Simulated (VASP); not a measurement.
# GaSb2 (P6/mmm) in VASP: notebook

GaSb2 is run at these levels: PBE; tasks: single point, relaxation of cell and atoms.

Everything below comes from runs of VASP 6.6.1. Logs are shortened: lines on timing, memory, paths and dates and some standing lists are left out, and cuts for length are marked.

## (1) The cell of the first run

The structure is hexagonal, space group P6/mmm (No. 191). The conventional cell has a = 5.261 Å, b = 5.261 Å, c = 3.286 Å, α = 90.00°, β = 90.00°, γ = 120.00°. Ga (site symmetry 6/mmm) has 2 Ga at 3.29 Å and 12 Sb at 3.45 Å within 4.3 Å. Sb (site symmetry -6m2) has 5 Sb at 3.04 to 3.29 Å and 6 Ga at 3.45 Å within 4.0 Å.

The cell was built from a structure type or drawn by symmetry, and may not be a known phase.

## (2) Single point, PBE

Contents of INCAR:

```
SYSTEM = GaSb2
PREC = Accurate
ENCUT = 520
EDIFF = 1E-6
ISMEAR = 0
SIGMA = 0.1
LREAL = .FALSE.
LASPH = .TRUE.
NELM = 80
ALGO = Normal
ISIF = 2
LWAVE = .FALSE.
LCHARG = .FALSE.
GGA = PE
NBANDS = 18
```

Contents of KPOINTS:

```
Automatic mesh
0
G
  6 6 4
  0 0 0
```

Contents of POSCAR:

```
GaSb2
1.0
    5.2607842847      0.0000000037      0.0000000000
   -2.6303921456      4.5559728326      0.0000000000
    0.0000000000      0.0000000000      3.2862061213
Ga Sb
1 2
Direct
    0.0000000000      0.0000000000      0.0000000000
    0.3333333333      0.6666666667      0.5000000000
    0.6666666667      0.3333333333      0.5000000000
```

Potentials or basis: VASP PAW PBE potentials, release 64 (Ga_d, Sb).

On the command line:

```console
$ cat potpaw_PBE.64/Ga_d/POTCAR potpaw_PBE.64/Sb/POTCAR > POTCAR
$ mpirun -np 1 vasp_std > vasp.out
```

OUTCAR:

```text
SYSTEM = GaSb2
   PREC = Accurate
   ENCUT = 520
   EDIFF = 1E-6
   ISMEAR = 0
   LREAL = .FALSE.
   LASPH = .TRUE.
   NELM = 80
   ISIF = 2
   GGA = PE

 ion  position               nearest neighbor table
   1  0.000  0.000  0.000-
   2  0.333  0.667  0.500-   3 3.04   3 3.04   3 3.04
   3  0.667  0.333  0.500-   2 3.04   2 3.04   2 3.04

  LATTYP: Found a hexagonal cell.
 ALAT       =     5.2607842847
 C/A-ratio  =     0.6246608763

  Lattice vectors:

 A1 = (   5.2607842847,   0.0000000037,   0.0000000000)
 A2 = (  -2.6303921456,   4.5559728326,   0.0000000000)
 A3 = (   0.0000000000,   0.0000000000,   3.2862061213)

Analysis of symmetry for initial positions (statically):
=====================================================================
 Subroutine PRICEL returns:
 Original cell was already a primitive cell.

 Routine SETGRP: Setting up the symmetry group for a
 hexagonal supercell.

 Subroutine GETGRP returns: Found 24 space group operations
 (whereof 24 operations were pure point group operations)
 out of a pool of 24 trial point group operations.

The static configuration has the point symmetry D_6h.

Analysis of symmetry for dynamics (positions and initial velocities):
=====================================================================
 Subroutine PRICEL returns:
 Original cell was already a primitive cell.

 Routine SETGRP: Setting up the symmetry group for a
 hexagonal supercell.

 Subroutine GETGRP returns: Found 24 space group operations
 (whereof 24 operations were pure point group operations)
 out of a pool of 24 trial point group operations.

The dynamic configuration has the point symmetry D_6h.

 Subroutine INISYM returns: Found 24 space group operations
 (whereof 24 operations are pure point group operations),
 and found     1 'primitive' translations

----------------------------------------------------------------------------------------

                                     Primitive cell

  volume of cell :      78.7638

  direct lattice vectors                    reciprocal lattice vectors
     5.260784285  0.000000004  0.000000000     0.190085726  0.109746045  0.000000000
    -2.630392146  4.555972833  0.000000000    -0.000000000  0.219492090  0.000000000
     0.000000000  0.000000000  3.286206121     0.000000000  0.000000000  0.304302275

  length of vectors
     5.260784285  5.260784285  3.286206121     0.219492090  0.219492090  0.304302275

  position of ions in fractional coordinates (direct lattice)
     0.000000000  0.000000000  0.000000000
     0.333333333  0.666666667  0.500000000
     0.666666667  0.333333333  0.500000000

  ion indices of the primitive-cell ions
   primitive index   ion index
                 1           1
                 2           2
                 3           3

----------------------------------------------------------------------------------------

 KPOINTS: Automatic mesh

Automatic generation of k-mesh.
 Grid dimensions read from file:
 generate k-points for:    6    6    4

 Generating k-lattice:

  Cartesian coordinates                     Fractional coordinates (reciprocal lattice)
     0.031680954  0.018291008  0.000000000     0.166666667  0.000000000  0.000000000
    -0.000000000  0.036582015  0.000000000     0.000000000  0.166666667  0.000000000
     0.000000000  0.000000000  0.076075569     0.000000000  0.000000000  0.250000000

  Length of vectors
     0.036582015  0.036582015  0.076075569

  Shift w.r.t. Gamma in fractional coordinates (k-lattice)
     0.000000000  0.000000000  0.000000000

 Subroutine IBZKPT returns following result:
 ===========================================

 Found     21 irreducible k-points:

 Following reciprocal coordinates:
            Coordinates               Weight
  0.000000  0.000000  0.000000      1.000000
  0.166667  0.000000  0.000000      6.000000
  0.333333  0.000000  0.000000      6.000000
  0.500000  0.000000  0.000000      3.000000
  0.166667  0.166667  0.000000      6.000000
  0.333333  0.166667  0.000000     12.000000
[... 13 lines left out ...]
  0.333333  0.166667  0.500000     12.000000
  0.333333  0.333333  0.500000      2.000000
   k-points           NKPTS =     21   k-points in BZ     NKDIM =     21   number of bands    NBANDS=     18
   number of dos      NEDOS =    301   number of ions     NIONS =      3
   total plane-waves  NPLWV =  38400
   dimension x,y,z NGX =    40 NGY =   40 NGZ =   24
   dimension x,y,z NGXF=    80 NGYF=   80 NGZF=   48
   ions per type =               1   2
   NGX,Y,Z   is equivalent  to a cutoff of  12.64, 12.64, 12.14 a.u.
   NGXF,Y,Z  is equivalent  to a cutoff of  25.28, 25.28, 24.28 a.u.
 SYSTEM =  GaSb2
   PREC   = accura    normal or accurate (medium, high low for compatibility)
   ISTART =      0    job   : 0-new  1-cont  2-samecut
   ICHARG =      2    charge: 1-file 2-atom 10-const
   ISPIN  =      1    spin polarized calculation?
   LNONCOLLINEAR =      F non collinear calculations
   LSORBIT =      F    spin-orbit coupling
   LASPH  =      T    aspherical Exc in radial PAW
   ENCUT  =  520.0 eV  38.22 Ry    6.18 a.u.   9.78  9.78  6.11*2*pi/ulx,y,z
   NELM   =     80;   NELMIN=  2; NELMDL= -5     # of ELM steps
   EDIFF  = 0.1E-05   stopping-criterion for ELM
   LREAL  =      F    real-space projection
   EDIFFG = 0.1E-04   stopping-criterion for IOM
   NSW    =      0    number of steps for IOM
   IBRION =     -1    ionic relax: 0-MD 1-quasi-New 2-CG
   NFREE  =      0    steps in history (QN), initial steepest desc. (CG)
   ISIF   =      2    stress and relaxation
   ISYM   =      2    0-nonsym 1-usesym 2-fastsym
   POTIM  = 0.5000    time-step for ionic-motion
   TEBEG  =    0.0;   TEEND  =   0.0 temperature during run
   PSTRESS=    0.0 pullay stress
   NELECT =      23.0000    total number of electrons
   NUPDOWN=      -1.0000    fix difference up-down
   EMIN   =  10.00;   EMAX   =-10.00  energy-range for DOS
   EFERMI =   0.00;   METHOD = LEGACY
   ISMEAR =     0;   SIGMA  =   0.10  broadening in eV -4-tet -1-fermi 0-gaus
   EFERMI_NEDOS =   21; number of points for ismear=-14 and -15
   IALGO  =     38    algorithm
   IMIX   =      4    mixing-type and parameters
     AMIX     =   0.40;   BMIX     =  1.00
     AMIX_MAG =   1.60;   BMIX_MAG =  1.00
  volume/ion in A,a.u.               =      26.25       177.17
  Fermi-wavevector in a.u.,A,eV,Ry     =   1.086114  2.052457 16.050018  1.179643
  Thomas-Fermi vector in A             =   2.222243
   LORBIT       =      0    0 simple, 1 ext, 2 COOP (PROOUT), +10 PAW based schemes
   GGA     = PE    functional components
   LHFCALC =     F    Hartree Fock is set to
   AEXX    =    0.0000 exact exchange contribution
   IVDW    =     0    specifies the selected vdW correction
   LEPSILON=     F    determine dielectric tensor
   LRPA    =     F    only Hartree local field effects (RPA)
 non-spin polarized calculation
 Gauss-broadening in eV      SIGMA  =   0.10
  energy-cutoff  :      520.00
  volume of cell :       78.76
 maximum number of plane-waves:      2136
 NGX is ok and might be reduce to    40
   NGX = 19   NGY = 19   NGZ = 13

 number of electron      23.0000009 magnetization

 Free energy of the ion-electron system (eV)
  ---------------------------------------------------
  ext. energy  EPLUGINS =         0.00000000
  ---------------------------------------------------
  free energy    TOTEN  =       -10.87668093 eV

  energy without entropy =      -10.87538549  energy(sigma->0) =      -10.87603321

 E-fermi :   6.9307     XC(G=0): -10.0389

 val. band max:        6.5178649464   @ k =   0.3333   0.1667   0.2500
 cond. band min:       6.9483132698   @ k =   0.0000   0.0000   0.5000
 fundamental gap:      0.4304483234
 Fermi energy:         6.9307466044

 k-point     1 :       0.0000    0.0000    0.0000
  band No.  band energies     occupation
      1      -8.0634      2.00000
      2      -8.0390      2.00000
      3      -8.0390      2.00000
      4      -7.9958      2.00000
      5      -7.9958      2.00000
      6      -5.3792      2.00000
[... 10 lines left out ...]
     17      14.1075      0.00000
     18      14.7066      0.00000

 k-point     2 :       0.1667    0.0000    0.0000
  band No.  band energies     occupation
      1      -8.0630      2.00000
      2      -8.0399      2.00000
      3      -8.0381      2.00000
      4      -7.9960      2.00000
      5      -7.9958      2.00000
      6      -5.1979      2.00000
[... 10 lines left out ...]
     17      13.4315      0.00000
     18      14.3076      0.00000

 k-point     3 :       0.3333    0.0000    0.0000
  band No.  band energies     occupation
      1      -8.0624      2.00000
      2      -8.0419      2.00000
      3      -8.0363      2.00000
      4      -7.9963      2.00000
      5      -7.9958      2.00000
      6      -4.6805      2.00000
[... 10 lines left out ...]
     17      13.2935      0.00000
     18      13.6507      0.00000

 k-point     4 :       0.5000    0.0000    0.0000
  band No.  band energies     occupation
      1      -8.0621      2.00000
      2      -8.0429      2.00000
      3      -8.0354      2.00000
      4      -7.9964      2.00000
      5      -7.9959      2.00000
      6      -4.1584      2.00000
[... 10 lines left out ...]
     17      13.3854      0.00000
     18      14.2098      0.00000

 k-point     5 :       0.1667    0.1667    0.0000
  band No.  band energies     occupation
      1      -8.0625      2.00000
      2      -8.0409      2.00000
      3      -8.0373      2.00000
      4      -7.9962      2.00000
      5      -7.9959      2.00000
      6      -4.8449      2.00000
[... 10 lines left out ...]
     17      13.0981      0.00000
     18      13.7077      0.00000

 k-point     6 :       0.3333    0.1667    0.0000
  band No.  band energies     occupation
      1      -8.0621      2.00000
      2      -8.0417      2.00000
      3      -8.0368      2.00000
      4      -7.9963      2.00000
      5      -7.9960      2.00000
      6      -4.2173      2.00000
[... 10 lines left out ...]
     17      13.1450      0.00000
     18      13.8868      0.00000

 k-point     7 :       0.3333    0.3333    0.0000
  band No.  band energies     occupation
      1      -8.0619      2.00000
      2      -8.0393      2.00000
      3      -8.0393      2.00000
      4      -7.9962      2.00000
      5      -7.9962      2.00000
      6      -3.5764      2.00000
[... 10 lines left out ...]
     17      12.7828      0.00000
     18      14.4048      0.00000

 k-point     8 :       0.0000    0.0000    0.2500
  band No.  band energies     occupation
      1      -8.0349      2.00000
      2      -8.0349      2.00000
      3      -8.0177      2.00000
      4      -8.0177      2.00000
      5      -8.0128      2.00000
      6      -4.6156      2.00000
[... 10 lines left out ...]
     17      12.0385      0.00000
     18      13.1181      0.00000
[... 166 lines left out ...]
     17       9.4188      0.00000
     18      11.3254      0.00000

 k-point    17 :       0.3333    0.0000    0.5000
  band No.  band energies     occupation
      1      -8.0451      2.00000
      2      -8.0404      2.00000
      3      -8.0317      2.00000
      4      -8.0297      2.00000
      5      -7.9609      2.00000
      6      -2.6310      2.00000
[... 10 lines left out ...]
     17      10.9835      0.00000
     18      12.8207      0.00000

 k-point    18 :       0.5000    0.0000    0.5000
  band No.  band energies     occupation
      1      -8.0470      2.00000
      2      -8.0407      2.00000
      3      -8.0321      2.00000
      4      -8.0293      2.00000
      5      -7.9603      2.00000
      6      -2.1664      2.00000
[... 10 lines left out ...]
     17      11.4721      0.00000
     18      13.9690      0.00000

 k-point    19 :       0.1667    0.1667    0.5000
  band No.  band energies     occupation
      1      -8.0438      2.00000
      2      -8.0406      2.00000
      3      -8.0314      2.00000
      4      -8.0300      2.00000
      5      -7.9612      2.00000
      6      -2.7841      2.00000
[... 10 lines left out ...]
     17      10.5978      0.00000
     18      12.6746      0.00000

 k-point    20 :       0.3333    0.1667    0.5000
  band No.  band energies     occupation
      1      -8.0459      2.00000
      2      -8.0417      2.00000
      3      -8.0316      2.00000
      4      -8.0298      2.00000
      5      -7.9603      2.00000
      6      -2.2036      2.00000
[... 10 lines left out ...]
     17      11.4823      0.00000
     18      13.1535      0.00000

 k-point    21 :       0.3333    0.3333    0.5000
  band No.  band energies     occupation
      1      -8.0443      2.00000
      2      -8.0443      2.00000
      3      -8.0307      2.00000
      4      -8.0307      2.00000
      5      -7.9601      2.00000
      6      -1.6000      2.00000
[... 10 lines left out ...]
     17      12.0169      0.00000
     18      12.5050      0.00000

------------------------ aborting loop because EDIFF is reached ----------------------------------------

  FORCE on cell =-STRESS in cart. coord.  units (eV):
  Direction    XX          YY          ZZ          XY          YZ          ZX
  --------------------------------------------------------------------------------------
  -------------------------------------------------------------------------------------
  Total       -0.0225346     -0.0225346     -0.0996408      0.0000000     -0.0000000      0.0000000
  in kB       -0.4583889     -0.4583889     -2.0268498      0.0000000     -0.0000000      0.0000000
  external PRESSURE =      -0.9812092 kB  Pullay stress =       0.0000000 kB

 VOLUME and BASIS-vectors are now :
 -----------------------------------------------------------------------------
  energy-cutoff  :      520.00
  volume of cell :       78.76
      direct lattice vectors                 reciprocal lattice vectors
     5.260784285  0.000000004  0.000000000     0.190085726  0.109746045  0.000000000
    -2.630392146  4.555972833  0.000000000    -0.000000000  0.219492090  0.000000000
     0.000000000  0.000000000  3.286206121     0.000000000  0.000000000  0.304302275

 POSITION                                       TOTAL-FORCE (eV/Angst)
 -----------------------------------------------------------------------------------
      0.00000      0.00000      0.00000        -0.000000      0.000000      0.000000
     -0.00000      3.03732      1.64310        -0.000000      0.000000      0.000000
      2.63039      1.51866      1.64310         0.000000     -0.000000     -0.000000
 -----------------------------------------------------------------------------------
    total drift:                                0.000000     -0.000000      0.000000

  FREE ENERGIE OF THE ION-ELECTRON SYSTEM (eV)
  ---------------------------------------------------
  free  energy   TOTEN  =       -10.8766809288 eV

  energy  without entropy=      -10.8753854884  energy(sigma->0) =      -10.87603321
```

It took 19 s on 1 thread of AMD EPYC 7R13, shared host; peak memory 0.17 GiB.

What came out:

```
Free energy            : -10.8767 eV
Pressure               : -0.1 GPa
Band gap on the k mesh : zero (an odd number of electrons rules out a gap without spin polarisation)
```

Caveat: the k points lie up to 0.48 Å⁻¹ apart, too coarse for converged energies and pressures of a metal; spin-orbit coupling is left out, which moves the levels of the heavy elements.

## (3) Single point, PBE

This run uses another cell than the first one, of 26.75 Å³/atom.

Contents of INCAR:

```
SYSTEM = GaSb2
PREC = Accurate
ENCUT = 520
EDIFF = 1E-7
ISMEAR = 0
SIGMA = 0.1
LREAL = .False.
LASPH = .True.
NELM = 60
ALGO = Normal
ISIF = 2
LWAVE = .False.
LCHARG = .False.
GGA = PE
NBANDS = 18
```

Contents of KPOINTS:

```
Automatic mesh
0
Gamma
  6 6 6
  0 0 0
```

Contents of POSCAR:

```
GaSb2
1.0
    5.3833730015      0.0000000000      0.0000000000
   -2.6916865008      4.6621377773      0.0000000000
    0.0000000000      0.0000000000      3.1974683203
Ga Sb
1 2
Direct
    0.0000000000      0.0000000000      0.0000000000
    0.3333333333      0.6666666667      0.5000000000
    0.6666666667      0.3333333333      0.5000000000
```

Potentials or basis: VASP PAW PBE potentials, release 64 (Ga_d, Sb).

On the command line:

```console
$ cat potpaw_PBE.64/Ga_d/POTCAR potpaw_PBE.64/Sb/POTCAR > POTCAR
$ mpirun -np 1 vasp_std > vasp.out
```

OUTCAR:

```text
SYSTEM = GaSb2
   PREC = Accurate
   ENCUT = 520
   EDIFF = 1E-7
   ISMEAR = 0
   LREAL = .False.
   LASPH = .True.
   NELM = 60
   ISIF = 2
   GGA = PE

 ion  position               nearest neighbor table
   1  0.000  0.000  0.000-
   2  0.333  0.667  0.500-   3 3.11   3 3.11   3 3.11
   3  0.667  0.333  0.500-   2 3.11   2 3.11   2 3.11

  LATTYP: Found a hexagonal cell.
 ALAT       =     5.3833730015
 C/A-ratio  =     0.5939525869

  Lattice vectors:

 A1 = (   5.3833730015,   0.0000000000,   0.0000000000)
[... 676 lines left out ...]
      6      -2.4627      2.00000
[... 10 lines left out ...]
     17      10.5071      0.00000
     18      12.4898      0.00000

 [... further k-points ...]
[... 5 lines left out ...]
  --------------------------------------------------------------------------------------
  -------------------------------------------------------------------------------------
  Total       -0.0890330     -0.0890330     -0.0290730      0.0000000     -0.0000000     -0.0000000
  in kB       -1.7775243     -1.7775243     -0.5804358      0.0000000     -0.0000000     -0.0000000
  external PRESSURE =      -1.3784948 kB  Pullay stress =       0.0000000 kB

 VOLUME and BASIS-vectors are now :
 -----------------------------------------------------------------------------
  energy-cutoff  :      520.00
  volume of cell :       80.25
      direct lattice vectors                 reciprocal lattice vectors
     5.383373001  0.000000000  0.000000000     0.185757145  0.107246938  0.000000000
    -2.691686501  4.662137777  0.000000000     0.000000000  0.214493876  0.000000000
     0.000000000  0.000000000  3.197468320     0.000000000  0.000000000  0.312747430

 POSITION                                       TOTAL-FORCE (eV/Angst)
 -----------------------------------------------------------------------------------
      0.00000      0.00000      0.00000        -0.000000      0.000000      0.000000
     -0.00000      3.10809      1.59873        -0.000000     -0.000000      0.000000
      2.69169      1.55405      1.59873         0.000000      0.000000      0.000000
 -----------------------------------------------------------------------------------
    total drift:                                0.000000     -0.000000      0.000000

  FREE ENERGIE OF THE ION-ELECTRON SYSTEM (eV)
  ---------------------------------------------------
  free  energy   TOTEN  =       -10.7421012074 eV

  energy  without entropy=      -10.7317733132  energy(sigma->0) =      -10.73693726
```

stdout:

```text
POSCAR found type information on POSCAR GaSb
 POSCAR found :  2 types and       3 ions
 scaLAPACK will be used
 LDA part: xc-table for (Slater+PW92), standard interpolation
 POSCAR, INCAR and KPOINTS ok, starting setup
 FFT: planning ... GRIDC
 FFT: planning ... GRID_SOFT
 FFT: planning ... GRID
 WAVECAR not read
 entering main loop
```

Run time: 32 s. Hardware: 1 thread of AMD EPYC 7R13, shared host; peak memory 0.18 GiB.

What came out:

- Free energy: -10.7421 eV
- Pressure: -0.1 GPa
- Band gap on the k mesh: zero (an odd number of electrons rules out a gap without spin polarisation)

Stress tensor (GPa, compression positive):
```
-0.18  0.00  0.00
 0.00 -0.18  0.00
 0.00  0.00 -0.06
```

Caveat: spin-orbit coupling is left out, which moves the levels of the heavy elements.

(Continued in part 2 of 2.)
